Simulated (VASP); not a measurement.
# SnGe7 (P-4m2) in VASP: a series of runs

Runs on SnGe7. Level: PBE. Tasks: single point.

Everything below comes from runs of VASP 6.6.1. Logs are shortened: lines on timing, memory, paths and dates and some standing lists are left out, and cuts for length are marked.

## (1) The cell of the first run

The structure is tetragonal, space group P-4m2 (No. 115). The conventional cell has a = 4.112 Å, b = 4.112 Å, c = 11.658 Å, α = 90.00°, β = 90.00°, γ = 90.00°. Within 3.5 Å of Sn (site symmetry -4m2) lie 4 Ge at 2.62 Å. Ge (site symmetry 2mm) has 4 Ge at 2.49 Å within 3.3 Å. Within 3.3 Å of Ge (site symmetry 2mm) lie 4 Ge at 2.49 Å. Within 3.3 Å of Ge (site symmetry 2mm) lie 2 Ge at 2.49 Å and 2 Sn at 2.62 Å. Within 3.3 Å of Ge (site symmetry -4m2) lie 4 Ge at 2.49 Å.

## (2) Single point, PBE (24.64 Å³/atom)

Input file INCAR:

```
SYSTEM = SnGe7
PREC = Accurate
ENCUT = 520
EDIFF = 1E-6
ISMEAR = 0
SIGMA = 0.1
LREAL = .False.
LASPH = .True.
NELM = 60
ALGO = Normal
ISIF = 2
LWAVE = .False.
LCHARG = .True.
GGA = PE
LELF = .True.
LVHAR = .True.
NBANDS = 66
```

Input file KPOINTS:

```
Automatic mesh
0
Gamma
  8 8 4
  0 0 0
```

Input file POSCAR:

```
SnGe7
1.0
    4.1123744464      0.0000000000      0.0000000000
    0.0000000000      4.1123744464      0.0000000000
    0.0000000000      0.0000000000     11.6577511638
Sn Ge
1 7
Direct
    0.0000000000      0.0000000000      0.0000000000
    0.5000000000      0.5000000000      0.7413633838
    0.0000000000      0.5000000000      0.6205996639
    0.5000000000      0.5000000000      0.2586366162
    0.5000000000      0.0000000000      0.3794003361
    0.5000000000      0.0000000000      0.8613194802
    0.0000000000      0.5000000000      0.1386805198
    0.0000000000      0.0000000000      0.5000000000
```

Potentials or basis: VASP PAW PBE potentials, release 64 (Sn_d, Ge_d).

Command:

```bash
$ cat potpaw_PBE.64/Sn_d/POTCAR potpaw_PBE.64/Ge_d/POTCAR > POTCAR
$ mpirun -np 1 vasp_std > vasp.out
```

OUTCAR:

```text
SYSTEM = SnGe7
   PREC = Accurate
   ENCUT = 520
   EDIFF = 1E-6
   ISMEAR = 0
   LREAL = .False.
   LASPH = .True.
   NELM = 60
   ISIF = 2
   GGA = PE

 ion  position               nearest neighbor table
   1  0.000  0.000  0.000-   6 2.62   7 2.62   7 2.62   6 2.62
   2  0.500  0.500  0.741-   6 2.49   6 2.49   3 2.49   3 2.49
   3  0.000  0.500  0.621-   8 2.49   8 2.49   2 2.49   2 2.49
   4  0.500  0.500  0.259-   7 2.49   7 2.49   5 2.49   5 2.49
   5  0.500  0.000  0.379-   8 2.49   8 2.49   4 2.49   4 2.49
   6  0.500  0.000  0.861-   2 2.49   2 2.49   1 2.62   1 2.62
   7  0.000  0.500  0.139-   4 2.49   4 2.49   1 2.62   1 2.62
   8  0.000  0.000  0.500-   3 2.49   5 2.49   3 2.49   5 2.49

  LATTYP: Found a simple tetragonal cell.
 ALAT       =     4.1123744464
 C/A-ratio  =     2.8347980749

  Lattice vectors:

 A1 = (   4.1123744464,   0.0000000000,   0.0000000000)
 A2 = (   0.0000000000,   4.1123744464,   0.0000000000)
 A3 = (   0.0000000000,   0.0000000000,  11.6577511638)

Analysis of symmetry for initial positions (statically):
=====================================================================
 Subroutine PRICEL returns:
 Original cell was already a primitive cell.

 Routine SETGRP: Setting up the symmetry group for a
 simple tetragonal supercell.

 Subroutine GETGRP returns: Found  8 space group operations
 (whereof  8 operations were pure point group operations)
 out of a pool of 16 trial point group operations.

The static configuration has the point symmetry D_2d.

Analysis of symmetry for dynamics (positions and initial velocities):
=====================================================================
 Subroutine PRICEL returns:
 Original cell was already a primitive cell.

 Routine SETGRP: Setting up the symmetry group for a
 simple tetragonal supercell.

 Subroutine GETGRP returns: Found  8 space group operations
 (whereof  8 operations were pure point group operations)
 out of a pool of 16 trial point group operations.

The dynamic configuration has the point symmetry D_2d.

 Subroutine INISYM returns: Found  8 space group operations
 (whereof  8 operations are pure point group operations),
 and found     1 'primitive' translations

----------------------------------------------------------------------------------------

                                     Primitive cell

  volume of cell :     197.1515

  direct lattice vectors                    reciprocal lattice vectors
     4.112374446  0.000000000  0.000000000     0.243168518  0.000000000  0.000000000
     0.000000000  4.112374446  0.000000000     0.000000000  0.243168518  0.000000000
     0.000000000  0.000000000 11.657751164     0.000000000  0.000000000  0.085779837

  length of vectors
     4.112374446  4.112374446 11.657751164     0.243168518  0.243168518  0.085779837

  position of ions in fractional coordinates (direct lattice)
     0.000000000  0.000000000  0.000000000
     0.500000000  0.500000000  0.741363384
     0.000000000  0.500000000  0.620599664
     0.500000000  0.500000000  0.258636616
     0.500000000  0.000000000  0.379400336
     0.500000000  0.000000000  0.861319480
     0.000000000  0.500000000  0.138680520
     0.000000000  0.000000000  0.500000000

  ion indices of the primitive-cell ions
   primitive index   ion index
                 1           1
                 2           2
                 3           3
                 4           4
                 5           5
                 6           6
                 7           7
                 8           8

----------------------------------------------------------------------------------------

 KPOINTS: Automatic mesh

Automatic generation of k-mesh.
 Grid dimensions read from file:
 generate k-points for:    8    8    4

 Generating k-lattice:

  Cartesian coordinates                     Fractional coordinates (reciprocal lattice)
     0.030396065  0.000000000  0.000000000     0.125000000  0.000000000  0.000000000
     0.000000000  0.030396065  0.000000000     0.000000000  0.125000000  0.000000000
     0.000000000  0.000000000  0.021444959     0.000000000  0.000000000  0.250000000

  Length of vectors
     0.030396065  0.030396065  0.021444959

  Shift w.r.t. Gamma in fractional coordinates (k-lattice)
     0.000000000  0.000000000  0.000000000

 Subroutine IBZKPT returns following result:
 ===========================================

 Found     45 irreducible k-points:

 Following reciprocal coordinates:
            Coordinates               Weight
  0.000000  0.000000  0.000000      1.000000
  0.125000  0.000000  0.000000      4.000000
  0.250000  0.000000  0.000000      4.000000
  0.375000  0.000000  0.000000      4.000000
  0.500000  0.000000  0.000000      2.000000
  0.125000  0.125000  0.000000      4.000000
[... 16 lines left out ...]
  0.375000  0.125000  0.250000     16.000000
  0.500000  0.125000  0.250000      8.000000
 [... further k-points ...]
   k-points           NKPTS =     45   k-points in BZ     NKDIM =     45   number of bands    NBANDS=     66
   number of dos      NEDOS =    301   number of ions     NIONS =      8
   total plane-waves  NPLWV =  92160
   dimension x,y,z NGX =    32 NGY =   32 NGZ =   90
   dimension x,y,z NGXF=    64 NGYF=   64 NGZF=  180
   ions per type =               1   7
   NGX,Y,Z   is equivalent  to a cutoff of  12.94, 12.94, 12.83 a.u.
   NGXF,Y,Z  is equivalent  to a cutoff of  25.87, 25.87, 25.67 a.u.
 SYSTEM =  SnGe7
   PREC   = accura    normal or accurate (medium, high low for compatibility)
   ISTART =      0    job   : 0-new  1-cont  2-samecut
   ICHARG =      2    charge: 1-file 2-atom 10-const
   ISPIN  =      1    spin polarized calculation?
   LNONCOLLINEAR =      F non collinear calculations
   LSORBIT =      F    spin-orbit coupling
   LASPH  =      T    aspherical Exc in radial PAW
   ENCUT  =  520.0 eV  38.22 Ry    6.18 a.u.   7.65  7.65 21.68*2*pi/ulx,y,z
   NELM   =     60;   NELMIN=  2; NELMDL= -5     # of ELM steps
   EDIFF  = 0.1E-05   stopping-criterion for ELM
   LREAL  =      F    real-space projection
   EDIFFG = 0.1E-04   stopping-criterion for IOM
   NSW    =      0    number of steps for IOM
   IBRION =     -1    ionic relax: 0-MD 1-quasi-New 2-CG
   NFREE  =      0    steps in history (QN), initial steepest desc. (CG)
   ISIF   =      2    stress and relaxation
   ISYM   =      2    0-nonsym 1-usesym 2-fastsym
   POTIM  = 0.5000    time-step for ionic-motion
   TEBEG  =    0.0;   TEEND  =   0.0 temperature during run
   PSTRESS=    0.0 pullay stress
   NELECT =     112.0000    total number of electrons
   NUPDOWN=      -1.0000    fix difference up-down
   EMIN   =  10.00;   EMAX   =-10.00  energy-range for DOS
   EFERMI =   0.00;   METHOD = LEGACY
   ISMEAR =     0;   SIGMA  =   0.10  broadening in eV -4-tet -1-fermi 0-gaus
   EFERMI_NEDOS =   21; number of points for ismear=-14 and -15
   IALGO  =     38    algorithm
   IMIX   =      4    mixing-type and parameters
     AMIX     =   0.40;   BMIX     =  1.00
     AMIX_MAG =   1.60;   BMIX_MAG =  1.00
  volume/ion in A,a.u.               =      24.64       166.31
  Fermi-wavevector in a.u.,A,eV,Ry     =   1.355858  2.562200 25.012275  1.838350
  Thomas-Fermi vector in A             =   2.482910
   LORBIT       =      0    0 simple, 1 ext, 2 COOP (PROOUT), +10 PAW based schemes
   GGA     = PE    functional components
   LHFCALC =     F    Hartree Fock is set to
   AEXX    =    0.0000 exact exchange contribution
   IVDW    =     0    specifies the selected vdW correction
   LEPSILON=     F    determine dielectric tensor
   LRPA    =     F    only Hartree local field effects (RPA)
 non-spin polarized calculation
 Gauss-broadening in eV      SIGMA  =   0.10
  energy-cutoff  :      520.00
  volume of cell :      197.15
 maximum number of plane-waves:      5347
 NGX is ok and might be reduce to    32
   NGX = 15   NGY = 15   NGZ = 43

 number of electron     112.0000025 magnetization

 Free energy of the ion-electron system (eV)
  ---------------------------------------------------
  ext. energy  EPLUGINS =         0.00000000
  ---------------------------------------------------
  free energy    TOTEN  =       -35.21662052 eV

  energy without entropy =      -35.21439597  energy(sigma->0) =      -35.21550825

 E-fermi :   4.8909     XC(G=0):  -9.6462

 val. band max:        4.8778520174   @ k =   0.1250   0.0000   0.0000
 cond. band min:       4.9590986104   @ k =   0.0000   0.0000   0.0000
 fundamental gap:      0.0812465930
 Fermi energy:         4.8908774402

 k-point     1 :       0.0000    0.0000    0.0000
  band No.  band energies     occupation
      1     -19.9569      2.00000
      2     -19.9569      2.00000
      3     -19.9410      2.00000
      4     -19.9410      2.00000
      5     -19.9362      2.00000
      6     -19.9274      2.00000
[... 58 lines left out ...]
     65       7.5834      0.00000
     66       7.6886      0.00000

 k-point     2 :       0.1250    0.0000    0.0000
  band No.  band energies     occupation
      1     -19.9635      2.00000
      2     -19.9574      2.00000
      3     -19.9492      2.00000
      4     -19.9427      2.00000
      5     -19.9370      2.00000
      6     -19.9198      2.00000
[... 58 lines left out ...]
     65       7.8089      0.00000
     66       8.2369      0.00000

 k-point     3 :       0.2500    0.0000    0.0000
  band No.  band energies     occupation
      1     -19.9713      2.00000
      2     -19.9587      2.00000
      3     -19.9554      2.00000
      4     -19.9466      2.00000
      5     -19.9415      2.00000
      6     -19.9248      2.00000
[... 1438 lines left out ...]
     65       9.1247      0.00000
     66       9.5569      0.00000

 k-point    24 :       0.5000    0.1250    0.2500
  band No.  band energies     occupation
      1     -19.9672      2.00000
      2     -19.9665      2.00000
      3     -19.9606      2.00000
      4     -19.9574      2.00000
      5     -19.9505      2.00000
      6     -19.9291      2.00000
[... 58 lines left out ...]
     65       9.1114      0.00000
     66       9.3702      0.00000

 [... further k-points ...]

------------------------ aborting loop because EDIFF is reached ----------------------------------------

  FORCE on cell =-STRESS in cart. coord.  units (eV):
  Direction    XX          YY          ZZ          XY          YZ          ZX
  --------------------------------------------------------------------------------------
  -------------------------------------------------------------------------------------
  Total        2.1311343      2.1311343      2.1255683      0.0000000      0.0000000      0.0000000
  in kB       17.3189402     17.3189402     17.2737075      0.0000000      0.0000000      0.0000000
  external PRESSURE =      17.3038626 kB  Pullay stress =       0.0000000 kB

 VOLUME and BASIS-vectors are now :
 -----------------------------------------------------------------------------
  energy-cutoff  :      520.00
  volume of cell :      197.15
      direct lattice vectors                 reciprocal lattice vectors
     4.112374446  0.000000000  0.000000000     0.243168518  0.000000000  0.000000000
     0.000000000  4.112374446  0.000000000     0.000000000  0.243168518  0.000000000
     0.000000000  0.000000000 11.657751164     0.000000000  0.000000000  0.085779837

 POSITION                                       TOTAL-FORCE (eV/Angst)
 -----------------------------------------------------------------------------------
      0.00000      0.00000      0.00000        -0.000000      0.000000      0.000000
      2.05619      2.05619      8.64263        -0.000000     -0.000000      0.000101
      0.00000      2.05619      7.23480        -0.000000      0.000000      0.000532
      2.05619      2.05619      3.01512        -0.000000      0.000000     -0.000101
      2.05619      0.00000      4.42295         0.000000      0.000000     -0.000532
      2.05619      0.00000     10.04105         0.000000     -0.000000      0.001341
      0.00000      2.05619      1.61670        -0.000000      0.000000     -0.001341
      0.00000      0.00000      5.82888        -0.000000      0.000000      0.000000
 -----------------------------------------------------------------------------------
    total drift:                                0.000000      0.000000      0.000000

  FREE ENERGIE OF THE ION-ELECTRON SYSTEM (eV)
  ---------------------------------------------------
  free  energy   TOTEN  =       -35.2166205173 eV

  energy  without entropy=      -35.2143959747  energy(sigma->0) =      -35.21550825
```

Wall time 6 min (1 thread of Intel Xeon 6975P-C (Granite Rapids), shared host); peak memory 0.56 GiB.

Results:

| Item | Value |
| --- | --- |
| Free energy | -35.2166 eV |
| Pressure | 1.7 GPa |
| Band gap on the k mesh | zero (bands 56 and 57 overlap by 0.22 eV) |

Caveat: semilocal functionals underestimate gaps, and a narrow one can read as zero; spin-orbit coupling is left out, which moves the levels of the heavy elements.

## (3) Single point, PBE

This run uses another cell than the first one, of 25.41 Å³/atom.

Input file INCAR:

```
PREC = Accurate
ENCUT = 520
EDIFF = 1E-6
ISMEAR = 0
SIGMA = 0.1
LREAL = False
LASPH = True
NELM = 100
ALGO = Normal
ISIF = 2
LWAVE = False
LCHARG = True
GGA = PE
LELF = True
LVHAR = True
NBANDS = 66
```

Input file KPOINTS:

```
Automatic mesh
0
Gamma
  8 8 4
```

Input file POSCAR:

```
SnGe7
1.0
    4.1546988372      0.0000000000      0.0000000000
    0.0000000000      4.1546988372      0.0000000000
    0.0000000000      0.0000000000     11.7746838065
Sn Ge
1 7
Direct
    0.0000000000      0.0000000000      0.0000000000
    0.5000000000      0.5000000000      0.7414944249
    0.0000000000      0.5000000000      0.6206490436
    0.5000000000      0.5000000000      0.2585055751
    0.5000000000      0.0000000000      0.3793509564
    0.5000000000      0.0000000000      0.8615479026
    0.0000000000      0.5000000000      0.1384520974
    0.0000000000      0.0000000000      0.5000000000
```

Potentials or basis: VASP PAW PBE potentials, release 64 (Sn_d, Ge_d).

Command:

```bash
$ cat potpaw_PBE.64/Sn_d/POTCAR potpaw_PBE.64/Ge_d/POTCAR > POTCAR
$ mpirun -np 1 vasp_std > vasp.out
```

It took 4.5 min on 1 thread of Intel Xeon 6975P-C (Granite Rapids), shared host; peak memory 0.57 GiB.

The run converged. Its results:

```
Free energy            : -35.2492 eV
Pressure               : -0.1 GPa
Band gap on the k mesh : zero (bands 56 and 57 overlap by 0.29 eV)
```

Levels at points of the mesh, in eV from the Fermi level:
```
           k point  band 54  band 55  band 56  band 57  band 58  band 59
(0.00, 0.00, 0.00)    -0.70     0.01     0.10     0.10     0.69     0.75
(0.50, 0.00, 0.00)    -1.26    -1.24    -0.68    -0.19     0.09     1.54
(0.50, 0.50, 0.00)    -2.76    -2.76    -2.65     0.80     0.80     0.84
(0.00, 0.00, 0.50)    -0.91    -0.49    -0.49     0.61     0.62     1.32
(0.50, 0.00, 0.50)    -1.50    -1.48    -0.69     0.93     1.03     1.07
(0.50, 0.50, 0.50)    -3.11    -3.11    -3.02     1.79     1.79     1.89
```

Caveat: semilocal functionals underestimate gaps, and a narrow one can read as zero; spin-orbit coupling is left out, which moves the levels of the heavy elements.

The gap in the log of VASP goes by the Fermi energy; the results here count the filled bands.